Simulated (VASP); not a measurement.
# BN in VASP: a series of runs

BN is run at these levels: PBE, r2SCAN, HSE06; tasks: single point.

Everything below comes from runs of VASP 6.6.1. Logs are shortened: lines on timing, memory, paths and dates and some standing lists are left out, and cuts for length are marked.

### Step 1. The cell of the first run

It takes space group F-43m (No. 216, cubic). Conventional cell: a = 3.541 Å, b = 3.541 Å, c = 3.541 Å, α = 90.00°, β = 90.00°, γ = 90.00°. B (site symmetry -43m) has 4 N at 1.53 Å within 2.0 Å. Within 2.0 Å of N (site symmetry -43m) lie 4 B at 1.53 Å.

### Step 2. Single point, PBE (strain -1.9%)

INCAR

```
  PREC = Accurate
  ENCUT = 520
  EDIFF = 1E-6
  ISMEAR = -1
  SIGMA = 0.02
  LREAL = False
  LASPH = True
  NELM = 80
  ALGO = Normal
  ISIF = 2
  LWAVE = False
  LCHARG = True
  GGA = PE
  LELF = True
  LVHAR = True
  NBANDS = 11
```

KPOINTS

```
regular mesh
0
Gamma
  12 12 12
```

POSCAR

```
BN
1.0
    0.0000000000      1.7707142487      1.7707142487
    1.7707142487      0.0000000000      1.7707142487
    1.7707142487      1.7707142487      0.0000000000
B N
1 1
Direct
    0.0000000000      0.0000000000      0.0000000000
    0.2500000000      0.2500000000      0.2500000000
```

Potentials or basis: VASP PAW PBE potentials, release 64 (B, N).

Launch:

```console
$ cat potpaw_PBE.64/B/POTCAR potpaw_PBE.64/N/POTCAR > POTCAR
$ mpirun -np 1 vasp_std > vasp.out
```

OUTCAR:

```text
PREC = Accurate
   ENCUT = 520
   EDIFF = 1E-6
   ISMEAR = -1
   LREAL = False
   LASPH = True
   NELM = 80
   ISIF = 2
   GGA = PE

 ion  position               nearest neighbor table
   1  0.000  0.000  0.000-   2 1.53   2 1.53   2 1.53   2 1.53
   2  0.250  0.250  0.250-   1 1.53   1 1.53   1 1.53   1 1.53

  LATTYP: Found a face centered cubic cell.
 ALAT       =     3.5414284974

  Lattice vectors:

 A1 = (   0.0000000000,   1.7707142487,   1.7707142487)
 A2 = (   1.7707142487,   0.0000000000,   1.7707142487)
 A3 = (   1.7707142487,   1.7707142487,   0.0000000000)

Analysis of symmetry for initial positions (statically):
=====================================================================
 Subroutine PRICEL returns:
 Original cell was already a primitive cell.

 Routine SETGRP: Setting up the symmetry group for a
 face centered cubic supercell.

 Subroutine GETGRP returns: Found 24 space group operations
 (whereof 24 operations were pure point group operations)
 out of a pool of 48 trial point group operations.

The static configuration has the point symmetry T_d .

Analysis of symmetry for dynamics (positions and initial velocities):
=====================================================================
 Subroutine PRICEL returns:
 Original cell was already a primitive cell.

 Routine SETGRP: Setting up the symmetry group for a
 face centered cubic supercell.

 Subroutine GETGRP returns: Found 24 space group operations
 (whereof 24 operations were pure point group operations)
 out of a pool of 48 trial point group operations.

The dynamic configuration has the point symmetry T_d .

 Subroutine INISYM returns: Found 24 space group operations
 (whereof 24 operations are pure point group operations),
 and found     1 'primitive' translations

----------------------------------------------------------------------------------------

                                     Primitive cell

  volume of cell :      11.1039

  direct lattice vectors                    reciprocal lattice vectors
     0.000000000  1.770714249  1.770714249    -0.282371930  0.282371930  0.282371930
     1.770714249  0.000000000  1.770714249     0.282371930 -0.282371930  0.282371930
     1.770714249  1.770714249  0.000000000     0.282371930  0.282371930 -0.282371930

  length of vectors
     2.504168106  2.504168106  2.504168106     0.489082530  0.489082530  0.489082530
[... 80 lines left out ...]
   NELM   =     80;   NELMIN=  2; NELMDL= -5     # of ELM steps
   EDIFF  = 0.1E-05   stopping-criterion for ELM
   LREAL  =      F    real-space projection
   EDIFFG = 0.1E-04   stopping-criterion for IOM
   NSW    =      0    number of steps for IOM
   IBRION =     -1    ionic relax: 0-MD 1-quasi-New 2-CG
   NFREE  =      0    steps in history (QN), initial steepest desc. (CG)
   ISIF   =      2    stress and relaxation
   ISYM   =      2    0-nonsym 1-usesym 2-fastsym
   POTIM  = 0.5000    time-step for ionic-motion
   TEBEG  =    0.0;   TEEND  =   0.0 temperature during run
   PSTRESS=    0.0 pullay stress
   NELECT =       8.0000    total number of electrons
   NUPDOWN=      -1.0000    fix difference up-down
   EMIN   =  10.00;   EMAX   =-10.00  energy-range for DOS
   EFERMI =   0.00;   METHOD = LEGACY
   ISMEAR =    -1;   SIGMA  =   0.02  broadening in eV -4-tet -1-fermi 0-gaus
   EFERMI_NEDOS =   21; number of points for ismear=-14 and -15
   IALGO  =     38    algorithm
   IMIX   =      4    mixing-type and parameters
     AMIX     =   0.40;   BMIX     =  1.00
     AMIX_MAG =   1.60;   BMIX_MAG =  1.00
  volume/ion in A,a.u.               =       5.55        37.47
  Fermi-wavevector in a.u.,A,eV,Ry     =   1.467618  2.773396 29.305622  2.153902
  Thomas-Fermi vector in A             =   2.583214
   LORBIT       =      0    0 simple, 1 ext, 2 COOP (PROOUT), +10 PAW based schemes
   GGA     = PE    functional components
   LHFCALC =     F    Hartree Fock is set to
   AEXX    =    0.0000 exact exchange contribution
   IVDW    =     0    specifies the selected vdW correction
   LEPSILON=     F    determine dielectric tensor
   LRPA    =     F    only Hartree local field effects (RPA)
 non-spin polarized calculation
  energy-cutoff  :      520.00
  volume of cell :       11.10
 maximum number of plane-waves:       310
   NGX =  9   NGY =  9   NGZ =  9

 number of electron       7.9999999 magnetization

 Free energy of the ion-electron system (eV)
  ---------------------------------------------------
  ext. energy  EPLUGINS =         0.00000000
  ---------------------------------------------------
  free energy    TOTEN  =       -17.37814077 eV

  energy without entropy =      -17.37814077  energy(sigma->0) =      -17.37814077

 E-fermi :   8.6749     XC(G=0): -13.1293

 val. band max:        8.1819736482   @ k =   0.0000   0.0000   0.0000
 cond. band min:      12.7040446229   @ k =   0.5000   0.5000   0.0000
 fundamental gap:      4.5220709746
 Fermi energy:         8.6748526784

 k-point     1 :       0.0000    0.0000    0.0000
  band No.  band energies     occupation
      1     -12.7675      2.00000
      2       8.1820      2.00000
      3       8.1820      2.00000
      4       8.1820      2.00000
      5      17.2966      0.00000
      6      17.2966      0.00000
      7      17.2966      0.00000
      8      19.5537      0.00000
      9      34.1138      0.00000
     10      36.7143      0.00000
     11      36.7143      0.00000
[... 309 lines left out ...]
 k-point    24 :      -0.4167    0.1667    0.0000
  band No.  band energies     occupation
      1      -7.8667      2.00000
      2      -2.3585      2.00000
      3       3.8475      2.00000
      4       5.4504      2.00000
      5      17.7998      0.00000
      6      20.8927      0.00000
      7      21.1784      0.00000
      8      24.6909      0.00000
      9      30.0220      0.00000
     10      34.3121      0.00000
     11      36.1354      0.00000

 [... further k-points ...]
[... 5 lines left out ...]
  --------------------------------------------------------------------------------------
  -------------------------------------------------------------------------------------
  Total        2.0723564      2.0723564      2.0723564     -0.0000000     -0.0000000     -0.0000000
  in kB      299.0195464    299.0195464    299.0195464     -0.0000000     -0.0000000     -0.0000000
  external PRESSURE =     299.0195464 kB  Pullay stress =       0.0000000 kB

 VOLUME and BASIS-vectors are now :
 -----------------------------------------------------------------------------
  energy-cutoff  :      520.00
  volume of cell :       11.10
      direct lattice vectors                 reciprocal lattice vectors
     0.000000000  1.770714249  1.770714249    -0.282371930  0.282371930  0.282371930
     1.770714249  0.000000000  1.770714249     0.282371930 -0.282371930  0.282371930
     1.770714249  1.770714249  0.000000000     0.282371930  0.282371930 -0.282371930

 POSITION                                       TOTAL-FORCE (eV/Angst)
 -----------------------------------------------------------------------------------
      0.00000      0.00000      0.00000        -0.000000      0.000000      0.000000
      0.88536      0.88536      0.88536         0.000000     -0.000000     -0.000000
 -----------------------------------------------------------------------------------
    total drift:                                0.000000      0.000000      0.000000

  FREE ENERGIE OF THE ION-ELECTRON SYSTEM (eV)
  ---------------------------------------------------
  free  energy   TOTEN  =       -17.3781407653 eV

  energy  without entropy=      -17.3781407653  energy(sigma->0) =      -17.37814077
```

stdout:

```text
POSCAR found type information on POSCAR B N
 POSCAR found :  2 types and       2 ions
 scaLAPACK will be used
 LDA part: xc-table for (Slater+PW92), standard interpolation
 POSCAR, INCAR and KPOINTS ok, starting setup
 FFT: planning ... GRIDC
 FFT: planning ... GRID_SOFT
 FFT: planning ... GRID
 WAVECAR not read
 entering main loop
```

It used 6.7 s of CPU time on 1 thread of Intel Xeon 6975P-C, with other jobs on the host.

What came out:

```
Free energy            : -17.3781 eV
Pressure               : 29.9 GPa
Band gap on the k mesh : 4.52 eV, indirect (least direct gap 9.11 eV)
```

Levels at points of the mesh, in eV from the valence-band top:
```csv
k point,band 1,band 2,band 3,band 4,band 5,band 6,band 7,band 8,band 9
"(0.00, 0.00, 0.00)",-20.95,0.00,0.00,0.00,9.11,9.11,9.11,11.37,25.93
"(0.50, 0.00, 0.00)",-16.43,-11.27,-2.06,-2.06,10.97,11.05,11.05,15.89,24.37
"(0.50, 0.50, 0.00)",-14.98,-9.33,-5.22,-5.22,4.52,9.58,18.89,18.89,21.87
```

Caveat: the cell differs from its parent crystal (strain -1.9%). A k mesh can miss the band edges.

### Step 3. Single point, r2SCAN (strain -1.9%)

POSCAR is that of step 2.

INCAR.step1

```
SYSTEM = BN
  PREC = Accurate
  ENCUT = 520
  ISMEAR = 0
  SIGMA = 0.01
  LREAL = .False.
  LASPH = .True.
  NELM = 100
  NBANDS = 11
  GGA = PE
  ALGO = Normal
  EDIFF = 1E-4
  LWAVE = .True.
  LCHARG = .False.
```

INCAR.step2

```
SYSTEM = BN
  PREC = Accurate
  ENCUT = 520
  EDIFF = 1E-6
  ISMEAR = 0
  SIGMA = 0.01
  LREAL = .False.
  LASPH = .True.
  NELM = 100
  ALGO = Normal
  ISIF = 2
  LWAVE = .False.
  LCHARG = .False.
  METAGGA = R2SCAN
  LMIXTAU = .True.
  NBANDS = 11
  ISTART = 1
```

KPOINTS

```
regular mesh
0
Gamma
  12 12 12
  0 0 0
```

Potentials or basis: VASP PAW PBE potentials, release 64 (B, N).

Launch:

```console
$ cat potpaw_PBE.64/B/POTCAR potpaw_PBE.64/N/POTCAR > POTCAR
$ cp INCAR.step1 INCAR
$ mpirun -np 1 vasp_std > vasp.out
$ cp INCAR.step2 INCAR
$ mpirun -np 1 vasp_std > vasp.out
```

OUTCAR:

```text
SYSTEM = BN
   PREC = Accurate
   ENCUT = 520
   EDIFF = 1E-6
   ISMEAR = 0
   LREAL = .False.
   LASPH = .True.
   NELM = 100
   ISIF = 2
   METAGGA = R2SCAN
   ISTART = 1

 ion  position               nearest neighbor table
   1  0.000  0.000  0.000-   2 1.53   2 1.53   2 1.53   2 1.53
   2  0.250  0.250  0.250-   1 1.53   1 1.53   1 1.53   1 1.53

  LATTYP: Found a face centered cubic cell.
 ALAT       =     3.5414284974

  Lattice vectors:

 A1 = (   0.0000000000,   1.7707142487,   1.7707142487)
 A2 = (   1.7707142487,   0.0000000000,   1.7707142487)
 A3 = (   1.7707142487,   1.7707142487,   0.0000000000)
[... 513 lines left out ...]
      8      25.6934      0.00000
      9      31.2121      0.00000
     10      35.4028      0.00000
     11      37.5930      0.00000

 [... further k-points ...]
[... 5 lines left out ...]
  --------------------------------------------------------------------------------------
  -------------------------------------------------------------------------------------
  Total        1.8201922      1.8201922      1.8201922      0.0000000      0.0000000     -0.0000000
  in kB      262.6348713    262.6348713    262.6348713      0.0000000      0.0000000     -0.0000000
  external PRESSURE =     262.6348713 kB  Pullay stress =       0.0000000 kB

 VOLUME and BASIS-vectors are now :
 -----------------------------------------------------------------------------
  energy-cutoff  :      520.00
  volume of cell :       11.10
      direct lattice vectors                 reciprocal lattice vectors
     0.000000000  1.770714249  1.770714249    -0.282371930  0.282371930  0.282371930
     1.770714249  0.000000000  1.770714249     0.282371930 -0.282371930  0.282371930
     1.770714249  1.770714249  0.000000000     0.282371930  0.282371930 -0.282371930

 POSITION                                       TOTAL-FORCE (eV/Angst)
 -----------------------------------------------------------------------------------
      0.00000      0.00000      0.00000         0.000000      0.000000      0.000000
      0.88536      0.88536      0.88536        -0.000000     -0.000000     -0.000000
 -----------------------------------------------------------------------------------
    total drift:                                0.000000      0.000000      0.000000

  FREE ENERGIE OF THE ION-ELECTRON SYSTEM (eV)
  ---------------------------------------------------
  free  energy   TOTEN  =       -19.1162266832 eV

  energy  without entropy=      -19.1162266832  energy(sigma->0) =      -19.11622668
```

OSZICAR.step1:

```text
N       E                     dE             d eps       ncg     rms          rms(c)
DAV:   1     0.104178917533E+02    0.10418E+02   -0.52455E+03  1635   0.739E+02
DAV:   2    -0.179729939386E+02   -0.28391E+02   -0.27619E+02  1865   0.169E+02
DAV:   3    -0.184449877253E+02   -0.47199E+00   -0.47146E+00  1893   0.185E+01
DAV:   4    -0.184455132535E+02   -0.52553E-03   -0.52552E-03  1686   0.678E-01
DAV:   5    -0.184455136915E+02   -0.43793E-06   -0.43792E-06  1678   0.195E-02    0.707E+00
DAV:   6    -0.174872864357E+02    0.95823E+00   -0.28474E+00  1644   0.101E+01    0.350E+00
DAV:   7    -0.173938823400E+02    0.93404E-01   -0.13585E-01  1791   0.297E+00    0.201E+00
DAV:   8    -0.173778335213E+02    0.16049E-01   -0.38032E-02  1783   0.144E+00    0.228E-01
DAV:   9    -0.173780573589E+02   -0.22384E-03   -0.86934E-04  1671   0.262E-01    0.893E-02
DAV:  10    -0.173781361319E+02   -0.78773E-04   -0.11185E-04  1738   0.902E-02
   1 F= -.17378136E+02 E0= -.17378136E+02  d E =-.194492E-45
```

It used 26 s of CPU time on 1 thread of Intel Xeon 6975P-C (shared host).

Results:

```
Free energy            : -19.1162 eV
Pressure               : 26.3 GPa
Band gap on the k mesh : 5.05 eV, indirect (least direct gap 9.83 eV)
```

Levels at points of the mesh, in eV from the valence-band top:
```tsv
k point	band 2	band 3	band 4	band 5	band 6	band 7
(0.00, 0.00, 0.00)	0.00	0.00	0.00	9.83	9.83	9.83
(0.50, 0.00, 0.00)	-11.68	-2.14	-2.14	11.64	11.81	11.81
(0.50, 0.50, 0.00)	-9.74	-5.42	-5.42	5.05	10.18	20.27
```

Caveat: the cell differs from its parent crystal (strain -1.9%); the PAW data sets were made with another functional, which shifts forces and pressure a little. A k mesh can miss the band edges.

(Part 1 of 2 ends here.)
